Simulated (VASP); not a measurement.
Input of a VASP 6.6.1 run:

The input INCAR:

```
SYSTEM = Al32H
  PREC = Accurate
  ENCUT = 520
  EDIFF = 1E-6
  ISMEAR = 0
  SIGMA = 0.1
  LREAL = Auto
  LASPH = .TRUE.
  NELM = 100
  ALGO = Normal
  ISIF = 2
  LWAVE = .FALSE.
  LCHARG = .FALSE.
  LDIPOL = .TRUE.
  IDIPOL = 3
  DIPOL = 0.5 0.5 0.371
  GGA = PE
  IVDW = 12
  NBANDS = 70
```

KPOINTS

```
Automatic mesh
0
G
  6 6 1
  0 0 0
```

POSCAR

```
Al32H
1.0
    5.6288445222      0.0000000000      0.0000000000
   -2.8144222611      4.8747223502      0.0000000000
    0.0000000000      0.0000000000     33.5549453352
Al H
32 1
Direct
    0.1666666667      0.3333333333      0.1192074658
    0.1666666667      0.8333333333      0.1192074658
    0.6666666667      0.3333333333      0.1192074658
    0.6666666667      0.8333333333      0.1192074658
    0.0000000000      0.0000000000      0.1880575786
    0.0000000000      0.5000000000      0.1880575786
    0.5000000000      0.0000000000      0.1880575786
    0.5000000000      0.5000000000      0.1880575786
    0.3333333333      0.1666666667      0.2569076914
    0.3333333333      0.6666666667      0.2569076914
    0.8333333333      0.1666666667      0.2569076914
    0.8333333333      0.6666666667      0.2569076914
    0.0000000000      0.0000000000      0.3257578042
    0.0000000000      0.5000000000      0.3257578042
    0.5000000000      0.0000000000      0.3257578042
    0.5000000000      0.5000000000      0.3257578042
    0.1666666667      0.3333333333      0.3941383343
    0.1666666667      0.8333333333      0.3941383343
    0.6666666667      0.3333333333      0.3941383343
    0.6666666667      0.8333333333      0.3941383343
    0.0000000000      0.0000000000      0.4632563468
    0.0000000000      0.5000000000      0.4632563468
    0.5000000000      0.0000000000      0.4632563468
    0.5000000000      0.5000000000      0.4632563468
    0.3333333333      0.1666666667      0.5326957441
    0.3333333333      0.6666666667      0.5326957441
    0.8333333333      0.1666666667      0.5326957441
    0.8333333333      0.6666666667      0.5326957441
    0.0000000000      0.0000000000      0.6036351761
    0.0000000000      0.5000000000      0.6036351761
    0.5000000000      0.0000000000      0.6036351761
    0.5000000000      0.5000000000      0.6036351761
    0.0000000000      0.0000000000      0.7019813354
```

Potentials or basis: VASP PAW PBE potentials, release 64 (Al, H).

Command:

```sh
$ cat potpaw_PBE.64/Al/POTCAR potpaw_PBE.64/H/POTCAR > POTCAR
$ mpirun -np 1 vasp_std > vasp.out
```

Predict the largest force.

0.802 eV/Å.

What does it give for the dispersion energy per atom?

-0.298 eV.

Predict the band gap on the k mesh.

zero (an odd number of electrons rules out a gap without spin polarisation).

Forces on the atoms (eV/Å):
```
Al   0.000  0.007 -0.093
Al   0.006 -0.004 -0.093
Al   0.000  0.000 -0.096
Al  -0.006 -0.004 -0.093
Al   0.000  0.000  0.085
Al  -0.002 -0.001  0.079
Al   0.000  0.003  0.079
Al   0.002 -0.001  0.079
Al  -0.003 -0.002  0.014
Al   0.000  0.000  0.010
Al   0.003 -0.002  0.014
Al   0.000  0.003  0.014
Al   0.000  0.000  0.018
Al  -0.005 -0.003  0.001
Al   0.000  0.006  0.001
Al   0.005 -0.003  0.001
Al   0.000 -0.017  0.017
Al  -0.015  0.009  0.017
Al   0.000  0.000  0.037
Al   0.015  0.009  0.017
Al   0.000  0.000 -0.035
Al  -0.017 -0.010  0.010
Al   0.000  0.019  0.010
Al   0.017 -0.010  0.010
Al  -0.011 -0.006 -0.024
Al   0.000  0.000 -0.045
Al   0.011 -0.006 -0.024
Al   0.000  0.013 -0.024
Al   0.000  0.000  0.639
Al   0.004  0.003  0.060
Al   0.000 -0.005  0.060
Al  -0.004  0.003  0.060
H    0.000  0.000 -0.802
```
